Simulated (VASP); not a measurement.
# Cd4Te (Pm-3m) in VASP: notebook, part 2 of 2

VASP 6.6.1. The steps go on from the part before.

### Step 5. Single point, PBE

This run uses another cell than the first one, of 32.14 Å³/atom, 1.319 times its volume.

Contents of INCAR:

```
SYSTEM = Cd4Te
  PREC = Accurate
  ENCUT = 520
  EDIFF = 1E-6
  ISMEAR = 0
  SIGMA = 0.1
  LREAL = .False.
  LASPH = .True.
  NELM = 60
  ALGO = Fast
  ISIF = 2
  LWAVE = .False.
  LCHARG = .False.
  GGA = PE
  NBANDS = 35
```

Contents of KPOINTS:

```
Automatic mesh
0
Gamma
  8 8 8
  0 0 0
```

Contents of POSCAR:

```
Cd4Te
1.0
    5.4368034352      0.0000000000      0.0000000000
    0.0000000000      5.4368034352      0.0000000000
    0.0000000000      0.0000000000      5.4368034352
Cd Te
4 1
Direct
    0.5000000000      0.5000000000      0.5000000000
    0.0000000000      0.5000000000      0.5000000000
    0.5000000000      0.0000000000      0.5000000000
    0.5000000000      0.5000000000      0.0000000000
    0.0000000000      0.0000000000      0.0000000000
```

Launch:

```
> cat potpaw_PBE.64/Cd/POTCAR potpaw_PBE.64/Te/POTCAR > POTCAR
> mpirun -np 1 vasp_std > vasp.out
```

Run time: 63 s. Hardware: 1 thread of Intel Xeon 6975P-C (Granite Rapids), shared host; peak memory 0.34 GiB.

The run converged. Its results:

- Free energy: -4.7083 eV
- Pressure: 0.2 GPa
- Band gap on the k mesh: zero (band 27 reaches 1.38 eV, above the bottom of band 28 at -0.68 eV)

Levels at points of the mesh, in eV from the Fermi level:
```
           k point  band 23  band 24  band 25  band 26  band 27  band 28  band 29  band 30  band 31  band 32
(0.00, 0.00, 0.00)    -1.61    -1.61    -1.61    -0.17    -0.17     0.92     0.92     0.92     3.50     4.97
(0.50, 0.00, 0.00)    -3.02    -0.85    -0.85    -0.67     0.16     0.20     0.20     2.94     3.37     4.69
(0.50, 0.50, 0.00)    -3.59    -3.59    -0.56     0.12     0.12     0.98     1.26     1.30     3.23     3.23
(0.50, 0.50, 0.50)    -2.61    -2.61    -2.61    -1.91    -1.91    -1.91     4.00     4.00     4.00     7.74
```

Caveat: spin-orbit coupling is left out, which moves the levels of the heavy elements.

### Step 6. Relaxation of cell and atoms, PBE

This run uses another cell than the first one, of 32.54 Å³/atom, 1.335 times its volume.

Contents of INCAR:

```
SYSTEM = Cd4Te
PREC = Accurate
ENCUT = 600
EDIFF = 1E-7
ISMEAR = 0
SIGMA = 0.1
LREAL = .FALSE.
LASPH = .TRUE.
NELM = 100
ALGO = Fast
ISIF = 3
LWAVE = .FALSE.
LCHARG = .FALSE.
GGA = PE
IBRION = 2
NSW = 100
EDIFFG = -0.01
```

Contents of KPOINTS:

```
Automatic mesh
0
G
  8 8 8
  0 0 0
```

Changes to POSCAR since step 5:

```diff
@@ -2,5 +2,5 @@
 1.0
-    5.4368034352      0.0000000000      0.0000000000
-    0.0000000000      5.4368034352      0.0000000000
-    0.0000000000      0.0000000000      5.4368034352
+    5.4593616109      0.0000000000      0.0000000000
+    0.0000000000      5.4593616109      0.0000000000
+    0.0000000000      0.0000000000      5.4593616109
 Cd Te
```

Potentials or basis: VASP PAW PBE potentials, release 64 (Cd, Te).

Launch:

```
> cat potpaw_PBE.64/Cd/POTCAR potpaw_PBE.64/Te/POTCAR > POTCAR
> mpirun -np 1 vasp_std > vasp.out
```

OUTCAR:

```text
SYSTEM = Cd4Te
   PREC = Accurate
   ENCUT = 600
   EDIFF = 1E-7
   ISMEAR = 0
   LREAL = .FALSE.
   LASPH = .TRUE.
   NELM = 100
   ISIF = 3
   GGA = PE
   IBRION = 2
   NSW = 100
   EDIFFG = -0.01

 ion  position               nearest neighbor table
   1  0.500  0.500  0.500-   2 2.73   3 2.73   4 2.73   4 2.73   3 2.73   2 2.73
   2  0.000  0.500  0.500-   1 2.73   1 2.73
   3  0.500  0.000  0.500-   1 2.73   1 2.73
   4  0.500  0.500  0.000-   1 2.73   1 2.73
[... 1097 lines left out ...]
  -------------------------------------------------------------------------------------
  Total       -0.0483386     -0.0483386     -0.0483386     -0.0000000     -0.0000000      0.0000000
  in kB       -0.4782960     -0.4782960     -0.4782960     -0.0000000     -0.0000000      0.0000000
  external PRESSURE =      -0.4782960 kB  Pullay stress =       0.0000000 kB

 VOLUME and BASIS-vectors are now :
 -----------------------------------------------------------------------------
  energy-cutoff  :      600.00
  volume of cell :      161.92
      direct lattice vectors                 reciprocal lattice vectors
     5.450496110  0.000000000  0.000000000     0.183469537  0.000000000 -0.000000000
    -0.000000000  5.450496110 -0.000000000     0.000000000  0.183469537 -0.000000000
     0.000000000  0.000000000  5.450496110    -0.000000000  0.000000000  0.183469537

 POSITION                                       TOTAL-FORCE (eV/Angst)
 -----------------------------------------------------------------------------------
      2.72525      2.72525      2.72525         0.000000     -0.000000      0.000000
      0.00000      2.72525      2.72525         0.000000      0.000000      0.000000
      2.72525      0.00000      2.72525         0.000000      0.000000      0.000000
      2.72525      2.72525     -0.00000        -0.000000      0.000000      0.000000
      0.00000      0.00000      0.00000        -0.000000      0.000000      0.000000
 -----------------------------------------------------------------------------------
    total drift:                                0.000000     -0.000000     -0.000000

  FREE ENERGIE OF THE ION-ELECTRON SYSTEM (eV)
  ---------------------------------------------------
  free  energy   TOTEN  =        -4.7083362082 eV

  energy  without entropy=       -4.6877818209  energy(sigma->0) =       -4.69805901

 reached required accuracy - stopping structural energy minimisation
```

OSZICAR:

```text
N       E                     dE             d eps       ncg     rms          rms(c)
DAV:   1     0.402830484060E+03    0.40283E+03   -0.28195E+04  2240   0.171E+03
[... 19 lines left out ...]
RMM:   3    -0.470845699229E+01    0.96970E-03   -0.47311E-03  2240   0.354E-01    0.220E-01
RMM:   4    -0.470834323672E+01    0.11376E-03   -0.35906E-04  2240   0.147E-01    0.468E-02
RMM:   5    -0.470833223447E+01    0.11002E-04   -0.17009E-04  2240   0.787E-02    0.185E-02
RMM:   6    -0.470833587393E+01   -0.36395E-05   -0.18308E-05  2240   0.339E-02    0.961E-03
RMM:   7    -0.470833605738E+01   -0.18344E-06   -0.35227E-06  2266   0.970E-03    0.233E-03
RMM:   8    -0.470833621014E+01   -0.15277E-06   -0.57891E-07  1815   0.524E-03    0.129E-03
RMM:   9    -0.470833620820E+01    0.19381E-08   -0.96978E-08  1225   0.152E-03
   2 F= -.47083362E+01 E0= -.46980590E+01  d E =-.523848E-03
```

It took 3.1 min on 1 thread of Intel Xeon 6975P-C (Granite Rapids), shared host; peak memory 0.45 GiB.

Results:

```
Free energy                            : -4.7083 eV
Relaxed volume                         : 32.38 Å³/atom
Relaxed cell                           : a = 5.450 Å, b = 5.450 Å, c = 5.450 Å, α = 90.00°, β = 90.00°, γ = 90.00°
Space group after relaxing (to 0.05 Å) : Pm-3m (No. 221)
Energy gained by relaxing              : 0.1 meV/atom
Ionic steps                            : 2
Pressure after relaxing                : 0.0 GPa
Band gap on the k mesh                 : zero (band 27 reaches 1.32 eV, above the bottom of band 28 at -0.70 eV)
```

Step by step:
| step | energy change (eV) | largest force (eV/Å) | pressure (GPa) | volume (Å³) |
| --- | --- | --- | --- | --- |
| 1 | 0.0000 | 0.0000 | -0.17 | 162.71 |
| 2 | -0.0005 | 0.0000 | -0.05 | 161.92 |

Final structure:
```
Cd Te
1.0
     5.45050    0.00000    0.00000
     0.00000    5.45050    0.00000
     0.00000    0.00000    5.45050
Cd Te
4 1
Direct
  0.50000 0.50000 0.50000
  0.00000 0.50000 0.50000
  0.50000 0.00000 0.50000
  0.50000 0.50000 0.00000
  0.00000 0.00000 0.00000
```

Caveat: spin-orbit coupling is left out, which moves the levels of the heavy elements.

### Step 7. Summary

| task | cell | k mesh | cutoff (eV) | gap on the mesh (eV) | pressure (GPa) | relaxed volume (Å³/atom) |
| --- | --- | --- | --- | --- | --- | --- |
| single point | a = 4.958 Å, 5 atoms | 4 × 4 × 4 | 520 | none | 16.3 | - |
| single point | a = 5.459 Å, 5 atoms | 4 × 4 × 4 | 520 | none | 0.3 | - |
| relaxation of cell and atoms | relaxed from a = 4.958 Å, 5 atoms | 4 × 4 × 4 | 600 | none | 0.0 | 32.92 |
| single point | a = 5.437 Å, 5 atoms | 8 × 8 × 8 | 520 | none | 0.2 | - |
| relaxation of cell and atoms | relaxed from a = 5.459 Å, 5 atoms | 8 × 8 × 8 | 600 | none | 0.0 | 32.38 |

Alike in all rows: level PBE; potentials or basis VASP PAW PBE potentials, release 64 (Cd, Te); no spin polarisation; smearing gaussian 0.1 eV.

Caveats: spin-orbit coupling is left out, which moves the levels of the heavy elements; the volume moved by over 15 % at a fixed basis, so the end points are rough (some runs).

Absolute energies hang on the potentials; compare differences alone.
